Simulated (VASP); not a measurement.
A run of VASP 6.6.1 is set up as follows.

INCAR

```
PREC = Accurate ; ENCUT = 520
EDIFF = 1E-6 ; ISMEAR = -1
SIGMA = 0.05 ; LREAL = F
LASPH = T ; NELM = 80
ALGO = Normal ; ISIF = 2
LWAVE = F ; LCHARG = F
GGA = CA ; NBANDS = 20
```

The input KPOINTS:

```
Automatic mesh
0
Gamma
  11 11 11
```

Contents of POSCAR:

```
TaBi
1.0
    2.7670596244      0.0000000000      0.0000000000
    0.0000000000      2.7670596244      0.0000000000
    0.0000000000      0.0000000000      2.7670596244
Ta Bi
1 1
Direct
    0.0000000000      0.0000000000      0.0000000000
    0.5000000000      0.5000000000      0.5000000000
```

Potentials or basis: VASP PAW LDA potentials, release 64 (Ta_pv, Bi_d).

The run is started by

```sh
$ cat potpaw_LDA.64/Ta_pv/POTCAR potpaw_LDA.64/Bi_d/POTCAR > POTCAR
$ mpirun -np 1 vasp_std > vasp.out
```

Q: Predict the pressure.

A: 423.7 GPa.

Q: Predict the band gap on the k mesh.

A: Zero (band 13 reaches 26.14 eV, above the bottom of band 14 at 19.05 eV).

Caveat: spin-orbit coupling is left out, which moves the levels of the heavy elements.
